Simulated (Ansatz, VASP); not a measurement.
**Two plane-wave programs on TiMoSe4**

INCAR

```
ALGO = Normal
EDIFF = 1E-6
EDIFFG = -0.08
ENCUT = 600
GGA = PE
IBRION = 2
ISIF = 3
ISMEAR = 0
ISPIN = 2
LASPH = True
LCHARG = False
LMAXMIX = 4
LORBIT = 11
LREAL = False
LWAVE = False
MAGMOM = 1 1 0 0 0 0
NELM = 150
NSW = 36
PREC = Accurate
SIGMA = 0.15
```

Contents of KPOINTS:

```
k-points
0
Gamma
  3 3 3
```

The input POSCAR:

```
TiMoSe4
1.0
   -2.9757161600      2.9757161600      4.3114165300
    2.9757161600     -2.9757161600      4.3114165300
    2.9757161600      2.9757161600     -4.3114165300
Ti Mo Se
1 1 4
Direct
    0.5000000000      0.5000000000      0.0000000000
    0.0000000000      0.0000000000      0.0000000000
    0.5000000000      0.0000000000      0.5000000000
    0.0000000000      0.5000000000      0.5000000000
    0.7500000000      0.2500000000      0.5000000000
    0.2500000000      0.7500000000      0.5000000000
```

Input for Ansatz:

```yaml
crystal:
  lattice:
    - [-2.97571616, 2.97571616, 4.31141653]
    - [2.97571616, -2.97571616, 4.31141653]
    - [2.97571616, 2.97571616, -4.31141653]
  atoms:
    - { symbol: Ti, position: [0.5, 0.5, 0.0], spin: 1.0 }
    - { symbol: Mo, position: [0.0, 0.0, 0.0], spin: 1.0 }
    - { symbol: Se, position: [0.5, 0.0, 0.5] }
    - { symbol: Se, position: [0.0, 0.5, 0.5] }
    - { symbol: Se, position: [0.75, 0.25, 0.5] }
    - { symbol: Se, position: [0.25, 0.75, 0.5] }
basis:
  ecutwfc: 420
kpoints:
  mp_grid: { grid: [3, 3, 3] }
hamiltonian:
  xc: pbe
scf:
  occupations: { method: gaussian, width: 0.15 }
  lower_state_search: "off"
output:
  forces: true
  stress: true
  eigenvalues: true
  populations: true
magnetization:
  spin_polarized: true
relax:
  adjacent_minimum: "off"
  f_tol: 0.08
  max_steps: 16
  cell: { stress_tol: 0.8 }
```

Alike in both runs: task relaxation of cell and atoms; functional PBE; k mesh 3 × 3 × 3; occupations gaussian, width 0.15 eV; collinear spin.

|  | VASP | Ansatz |
| --- | --- | --- |
| version | VASP 6.6.1 | Ansatz 0.2.0 |
| potentials or method | VASP PAW PBE potentials, release 64 (Ti_sv, Mo_sv, Se), cutoff 600 eV | scalar-relativistic, plane waves, PAW |
| valence electrons in the cell | 50 | 90 |

|  | VASP | Ansatz | Ansatz less VASP |
| --- | --- | --- | --- |
| gap on the k mesh at the Fermi level, each at its own relaxed structure (eV) | none | none | - |
| net moment per atom (μB) | 0.33 | 0.34 | +0.003 |
| size of the moment on the site where the two differ most (μB) | 2.76 | 2.35 | -0.411 |
| relaxed volume (Å³/atom) | 24.01 | 23.90 | -0.110 |
| relaxed cell length with the largest relative difference (Å) | 6.500 | 6.483 | -0.0166 |

Site moments also hang on the region over which each program counts them. A gap of «none» marks a metal or a gap that the smearing closes. VASP's potentials hold 50 valence electrons a cell and Ansatz's 90, so a difference there can come from the potentials and not from the codes. Ansatz's warnings: seeded moment not kept.

The k mesh is coarse, so the values compare programs but aren't converged.
